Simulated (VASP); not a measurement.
# SiC (f.blda): single point with LDA

SiC (f.blda):

```
CELL_PARAMETERS angstrom
0.00000 2.18000 2.18000
2.18000 0.00000 2.18000
2.18000 2.18000 0.00000
ATOMIC_POSITIONS crystal
Si 0.00000 0.00000 0.00000
C 0.25000 0.25000 0.25000
```

```
Program                : VASP 6.6.1
Task                   : single point
Functional             : LDA
Potentials or basis    : VASP PAW LDA potentials, release 64 (Si, C)
Cutoff                 : 600 eV
k mesh                 : 8 × 8 × 8
Occupations            : gaussian, width 0.1 eV
Spin                   : no spin polarisation
Dipole correction      : no
Further INCAR settings : ALGO = Normal; EDIFF = 1e-06; NBANDS = 11
```

The pressure is -4.5 GPa and the band gap on the k mesh is 1.31 eV, indirect (least direct gap 4.50 eV).

Levels at points of the mesh, in eV from the valence-band top:
```tsv
k point	band 1	band 2	band 3	band 4	band 5	band 6	band 7	band 8	band 9
(0.00, 0.00, 0.00)	-15.31	0.00	0.00	0.00	6.27	7.18	7.18	7.18	14.45
(0.50, 0.00, 0.00)	-11.69	-8.55	-1.05	-1.05	5.38	7.12	7.12	9.91	15.91
(0.50, 0.50, 0.00)	-10.21	-7.81	-3.19	-3.19	1.31	4.18	13.81	13.81	14.53
```

Run time: 8.6 s on 1 thread of Intel Xeon 6975P-C (shared host), peak memory 0.14 GiB.

A k mesh can miss the band edges. A hybrid or GW would open this gap; LDA tends to underestimate it.
